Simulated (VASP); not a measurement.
# TiO2 (P4_2/mnm) in VASP: vibrations by perturbation theory with PBEsol

Aim: the vibrations by perturbation theory of TiO2 with PBEsol.

Everything below comes from runs of VASP 6.6.1. Logs are shortened: lines on timing, memory, paths and dates and some standing lists are left out, and cuts for length are marked.

## 1. The cell of the first run

It takes space group P4_2/mnm (No. 136, tetragonal). The conventional cell has a = 4.591 Å, b = 4.591 Å, c = 2.939 Å, α = 90.00°, β = 90.00°, γ = 90.00°. Ti (site symmetry mmm) has 6 O at 1.94 to 1.98 Å within 2.6 Å. O (site symmetry m2m) has 3 Ti at 1.94 to 1.98 Å and 1 O at 2.54 Å within 2.6 Å.

## 2. Vibrations by perturbation theory, PBEsol

INCAR reads:

```
PREC = Accurate
ENCUT = 520
EDIFF = 1E-8
ISMEAR = 0
SIGMA = 0.01
LREAL = False
LASPH = True
NELM = 100
ALGO = Normal
ISIF = 2
LWAVE = False
LCHARG = False
GGA = PS
IBRION = 8
NSW = 1
LEPSILON = True
```

KPOINTS reads:

```
regular mesh
0
Gamma
  4 4 8
```

POSCAR reads:

```
TiO2
1.0
    4.5912758593      0.0000000000      0.0000000000
    0.0000000000      4.5912758593      0.0000000000
    0.0000000000      0.0000000000      2.9389972098
Ti O
2 4
Direct
    0.0000000000      0.0000000000      0.0000000000
    0.5000000000      0.5000000000      0.5000000000
    0.3044413194      0.3044413194      0.0000000000
    0.1955586806      0.8044413194      0.5000000000
    0.8044413194      0.1955586806      0.5000000000
    0.6955586806      0.6955586806      0.0000000000
```

Potentials or basis: VASP PAW PBE potentials, release 64 (Ti_sv, O).

Started as:

```
$ cat potpaw_PBE.64/Ti_sv/POTCAR potpaw_PBE.64/O/POTCAR > POTCAR
$ mpirun -np 1 vasp_std > vasp.out
```

OUTCAR:

```text
PREC = Accurate
   ENCUT = 520
   EDIFF = 1E-8
   ISMEAR = 0
   LREAL = False
   LASPH = True
   NELM = 100
   ISIF = 2
   GGA = PS
   IBRION = 8
   NSW = 1
   LEPSILON = True

 ion  position               nearest neighbor table
   1  0.000  0.000  0.000-   4 1.94   5 1.94   4 1.94   5 1.94   3 1.98   6 1.98
   2  0.500  0.500  0.500-   3 1.94   6 1.94   3 1.94   6 1.94   5 1.98   4 1.98
   3  0.304  0.304  0.000-   2 1.94   2 1.94   1 1.98
   4  0.196  0.804  0.500-   1 1.94   1 1.94   2 1.98
   5  0.804  0.196  0.500-   1 1.94   1 1.94   2 1.98
   6  0.696  0.696  0.000-   2 1.94   2 1.94   1 1.98

  LATTYP: Found a simple tetragonal cell.
 ALAT       =     4.5912758593
 C/A-ratio  =     0.6401264703

  Lattice vectors:

 A1 = (   4.5912758593,   0.0000000000,   0.0000000000)
 A2 = (   0.0000000000,   4.5912758593,   0.0000000000)
 A3 = (   0.0000000000,   0.0000000000,   2.9389972098)

Analysis of symmetry for initial positions (statically):
=====================================================================
 Subroutine PRICEL returns:
 Original cell was already a primitive cell.

 Routine SETGRP: Setting up the symmetry group for a
 simple tetragonal supercell.

 Subroutine GETGRP returns: Found 16 space group operations
 (whereof  8 operations were pure point group operations)
 out of a pool of 16 trial point group operations.

The static configuration has the point symmetry D_2h.
 The point group associated with its full space group is D_4h.

Analysis of symmetry for dynamics (positions and initial velocities):
=====================================================================
 Subroutine PRICEL returns:
 Original cell was already a primitive cell.

 Routine SETGRP: Setting up the symmetry group for a
 simple tetragonal supercell.

 Subroutine GETGRP returns: Found 16 space group operations
 (whereof  8 operations were pure point group operations)
 out of a pool of 16 trial point group operations.

The dynamic configuration has the point symmetry D_2h.
 The point group associated with its full space group is D_4h.

 Subroutine INISYM returns: Found 16 space group operations
 (whereof  8 operations are pure point group operations),
 and found     1 'primitive' translations

----------------------------------------------------------------------------------------

                                     Primitive cell

  volume of cell :      61.9535

  direct lattice vectors                    reciprocal lattice vectors
     4.591275859  0.000000000  0.000000000     0.217804382  0.000000000  0.000000000
     0.000000000  4.591275859  0.000000000     0.000000000  0.217804382  0.000000000
     0.000000000  0.000000000  2.938997210     0.000000000  0.000000000  0.340252109

  length of vectors
     4.591275859  4.591275859  2.938997210     0.217804382  0.217804382  0.340252109

[... 994 lines left out ...]
          XX          YY          ZZ          XY          YZ          ZX
  --------------------------------------------------------------------------------
  x     0.00000     0.00000     0.00000     0.00000     0.00000     0.00000
  y     0.00000     0.00000     0.00000     0.00000     0.00000     0.00000
  z     0.00000     0.00000     0.00000     0.00000     0.00000     0.00000

 BORN EFFECTIVE CHARGES (including local field effects) (in |e|, cummulative output)
 ---------------------------------------------------------------------------------
 ion    1
    1     6.30546     1.03237     0.00000
    2     1.03237     6.30546     0.00000
    3     0.00000     0.00000     7.71917
 ion    2
    1     6.30546    -1.03237     0.00000
    2    -1.03237     6.30546     0.00000
    3     0.00000     0.00000     7.71917
 ion    3
    1    -3.15273    -1.80773     0.00000
    2    -1.80773    -3.15273     0.00000
    3     0.00000     0.00000    -3.85959
 ion    4
    1    -3.15273     1.80773     0.00000
    2     1.80773    -3.15273     0.00000
    3     0.00000     0.00000    -3.85959
 ion    5
    1    -3.15273     1.80773     0.00000
    2     1.80773    -3.15273     0.00000
    3     0.00000     0.00000    -3.85959
 ion    6
    1    -3.15273    -1.80773     0.00000
    2    -1.80773    -3.15273     0.00000
    3     0.00000     0.00000    -3.85959

 INTERNAL STRAIN TENSOR FOR ION    6 for displacements in x,y,z  (eV/Angst):
          X           Y           Z          XY          YZ          ZX
  --------------------------------------------------------------------------------
  x    -4.43537    -2.03722    -4.37143     0.78059     0.00000     0.00000
  y    -2.03722    -4.43537    -4.37143     0.76233     0.00000     0.00000
  z     0.00000     0.00000     0.00000     0.00000    -6.11042    -5.06548

 SECOND DERIVATIVES (NOT SYMMETRIZED)
 ------------------------------------
               1X          1Y          1Z          2X          2Y          2Z          3X          3Y          3Z          4X          4Y          4Z          5X          5Y          5Z          6X          6Y          6Z
  1X   -16.439473    5.139487    0.000000   14.715406   -0.033884    0.000000   -1.157267   -0.827591    0.000000    2.019301   -1.725211    0.000000    2.019301   -1.725211    0.000000   -1.157267   -0.827591    0.000000
  1Y     5.139487  -16.439473    0.000000   -0.033884   14.715406    0.000000   -0.827591   -1.157267    0.000000   -1.725211    2.019301    0.000000   -1.725211    2.019301    0.000000   -0.827591   -1.157267    0.000000
  1Z     0.000000    0.000000   -0.904291    0.000000    0.000000    0.446711    0.000000    0.000000   -0.161313    0.000000    0.000000    0.390103    0.000000    0.000000    0.390103    0.000000    0.000000   -0.161313
  2X    14.715406    0.033884    0.000000  -16.439473   -5.139487    0.000000    2.019301    1.725211    0.000000   -1.157267    0.827591    0.000000   -1.157267    0.827591    0.000000    2.019301    1.725211    0.000000
  2Y     0.033884   14.715406    0.000000   -5.139487  -16.439473    0.000000    1.725211    2.019301    0.000000    0.827591   -1.157267    0.000000    0.827591   -1.157267    0.000000    1.725211    2.019301    0.000000
  2Z     0.000000    0.000000    0.446711    0.000000    0.000000   -0.904291    0.000000    0.000000    0.390103    0.000000    0.000000   -0.161313    0.000000    0.000000   -0.161313    0.000000    0.000000    0.390103
  3X    -1.161150   -0.840369    0.000000    2.023576    1.747639    0.000000  -11.577015   -6.323286    0.000000   -0.745492    0.944515    0.000000    5.645570   -0.949133    0.000000    5.814511    5.420633    0.000000
  3Y    -0.840369   -1.161150    0.000000    1.747639    2.023576    0.000000   -6.323286  -11.577015    0.000000   -0.949133    5.645570    0.000000    0.944515   -0.745492    0.000000    5.420633    5.814511    0.000000
  3Z     0.000000    0.000000   -0.187208    0.000000    0.000000    0.420112    0.000000    0.000000   -8.121464    0.000000    0.000000    2.030932    0.000000    0.000000    2.030932    0.000000    0.000000    3.826695
  4X     2.023576   -1.747639    0.000000   -1.161150    0.840369    0.000000   -0.745492   -0.944515    0.000000  -11.577015    6.323286    0.000000    5.814511   -5.420633    0.000000    5.645570    0.949133    0.000000
  4Y    -1.747639    2.023576    0.000000    0.840369   -1.161150    0.000000    0.949133    5.645570    0.000000    6.323286  -11.577015    0.000000   -5.420633    5.814511    0.000000   -0.944515   -0.745492    0.000000
  4Z     0.000000    0.000000    0.420112    0.000000    0.000000   -0.187208    0.000000    0.000000    2.030932    0.000000    0.000000   -8.121464    0.000000    0.000000    3.826695    0.000000    0.000000    2.030932
  5X     2.023576   -1.747639    0.000000   -1.161150    0.840369    0.000000    5.645570    0.949133    0.000000    5.814511   -5.420633    0.000000  -11.577015    6.323286    0.000000   -0.745492   -0.944515    0.000000
  5Y    -1.747639    2.023576    0.000000    0.840369   -1.161150    0.000000   -0.944515   -0.745492    0.000000   -5.420633    5.814511    0.000000    6.323286  -11.577015    0.000000    0.949133    5.645570    0.000000
  5Z     0.000000    0.000000    0.420112    0.000000    0.000000   -0.187208    0.000000    0.000000    2.030932    0.000000    0.000000    3.826695    0.000000    0.000000   -8.121464    0.000000    0.000000    2.030932
  6X    -1.161150   -0.840369    0.000000    2.023576    1.747639    0.000000    5.814511    5.420633    0.000000    5.645570   -0.949133    0.000000   -0.745492    0.944515    0.000000  -11.577015   -6.323286    0.000000
  6Y    -0.840369   -1.161150    0.000000    1.747639    2.023576    0.000000    5.420633    5.814511    0.000000    0.944515   -0.745492    0.000000   -0.949133    5.645570    0.000000   -6.323286  -11.577015    0.000000
  6Z     0.000000    0.000000   -0.187208    0.000000    0.000000    0.420112    0.000000    0.000000    3.826695    0.000000    0.000000    2.030932    0.000000    0.000000    2.030932    0.000000    0.000000   -8.121464

 Eigenvectors and eigenvalues of the dynamical matrix
 ----------------------------------------------------

   1 f  =   23.908015 THz   150.218490 2PiTHz  797.485549 cm-1    98.875562 meV
             X         Y         Z           dx          dy          dz
      0.000000  0.000000  0.000000     0.000000   -0.000000    0.000000
      2.295638  2.295638  1.469499    -0.000000   -0.000000    0.000000
      1.397774  1.397774  0.000000    -0.353553   -0.353553    0.000000
      0.897864  3.693412  1.469499    -0.353553    0.353553    0.000000
      3.693412  0.897864  1.469499     0.353553   -0.353553    0.000000
      3.193502  3.193502  0.000000     0.353553    0.353553   -0.000000
[... 145 lines left out ...]
  18 f/i=    0.010582 THz     0.066486 2PiTHz    0.352961 cm-1     0.043762 meV
             X         Y         Z           dx          dy          dz
      0.000000  0.000000  0.000000    -0.000000   -0.000000    0.549394
      2.295638  2.295638  1.469499    -0.000000   -0.000000    0.549394
      1.397774  1.397774  0.000000    -0.000000   -0.000000    0.314775
      0.897864  3.693412  1.469499    -0.000000   -0.000000    0.314775
      3.693412  0.897864  1.469499    -0.000000   -0.000000    0.314775
      3.193502  3.193502  0.000000    -0.000000   -0.000000    0.314775

--------------------------------------------------------------------------------------------------------

 MACROSCOPIC STATIC DIELECTRIC TENSOR IONIC CONTRIBUTION
 ------------------------------------------------------
         280.667251    -0.000000     0.000000
          -0.000000   280.667251     0.000000
           0.000000     0.000000   756.125623
 ------------------------------------------------------

 ELASTIC MODULI CONTR FROM IONIC RELAXATION (kBar)
 Direction    XX          YY          ZZ          XY          YZ          ZX
 --------------------------------------------------------------------------------
 XX        -362.5409    154.6960   -140.3736     -0.0000      0.0000      0.0000
 YY         154.6960   -362.5409   -140.3736      0.0000     -0.0000      0.0000
 ZZ        -140.3736   -140.3736   -189.6100     -0.0000     -0.0000      0.0000
 XY          -0.0000      0.0000     -0.0000     -3.2922      0.0000     -0.0000
 YZ           0.0000     -0.0000     -0.0000      0.0000   -323.2552      0.0000
 ZX           0.0000      0.0000      0.0000     -0.0000      0.0000   -222.1488
 --------------------------------------------------------------------------------

 PIEZOELECTRIC TENSOR IONIC CONTR  for field in x, y, z        (C/m^2)
          XX          YY          ZZ          XY          YZ          ZX
  --------------------------------------------------------------------------------
  x     0.00000     0.00000     0.00000    -0.00000     0.00000    -0.00000
  y    -0.00000     0.00000     0.00000    -0.00000    -0.00000     0.00000
  z     0.00000    -0.00000    -0.00000     0.00000     0.00000    -0.00000
```

It took 32 min on 1 thread of Intel Xeon Platinum 8259CL at 2.50GHz (Skylake/Cascade Lake), shared host; peak memory 0.47 GiB.

Results:

```
Electronic dielectric tensor (diagonal)                 : 7.52, 7.52, 8.94
Born charges (mean of the diagonal)                     : Ti +6.78; O -3.39 e
Highest phonon frequency at Γ, LO-TO splitting left out : 797 cm⁻¹
```

Phonon frequencies in cm⁻¹ (negative: imaginary):
```tsv
q point	frequencies
(0.000, 0.000, 0.000)	0 0 0 81 85 106 106 140 371 371 378 415 451 451 483 483 595 797
```

Electronic dielectric tensor:
```
7.52 0.00 0.00
0.00 7.52 0.00
0.00 0.00 8.94
```

Born effective charge tensors (e):
atom 1, Ti
```
6.31 1.03 0.00
1.03 6.31 0.00
0.00 0.00 7.72
```
atom 2, Ti
```
 6.31 -1.03  0.00
-1.03  6.31  0.00
 0.00  0.00  7.72
```
atom 3, O
```
-3.15 -1.81  0.00
-1.81 -3.15  0.00
 0.00  0.00 -3.86
```
atom 4, O
```
-3.15  1.81  0.00
 1.81 -3.15  0.00
 0.00  0.00 -3.86
```
atom 5, O
```
-3.15  1.81  0.00
 1.81 -3.15  0.00
 0.00  0.00 -3.86
```
atom 6, O
```
-3.15 -1.81  0.00
-1.81 -3.15  0.00
 0.00  0.00 -3.86
```
